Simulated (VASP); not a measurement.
Input of a VASP 6.6.1 run:

The input INCAR:

```
PREC = Accurate ; ENCUT = 520
EDIFF = 1E-6 ; ISMEAR = 0
SIGMA = 0.014 ; LREAL = False
LASPH = True ; NELM = 60
ALGO = Normal ; ISIF = 2
LWAVE = False ; LCHARG = False
GGA = PE ; NBANDS = 17
```

KPOINTS

```
Automatic mesh
0
Gamma
  7 7 7
```

POSCAR

```
TePb
1.0
    0.0000000000      3.2310000000      3.2310000000
    3.2310000000      0.0000000000      3.2310000000
    3.2310000000      3.2310000000      0.0000000000
Pb Te
1 1
Direct
    0.0000000000      0.0000000000      0.0000000000
    0.5000000000      0.5000000000      0.5000000000
```

Potentials or basis: VASP PAW PBE potentials, release 64 (Pb_d, Te).

Command:

```bash
$ cat potpaw_PBE.64/Pb_d/POTCAR potpaw_PBE.64/Te/POTCAR > POTCAR
$ mpirun -np 1 vasp_std > vasp.out
```

What does it give for the pressure?

2.1 GPa.
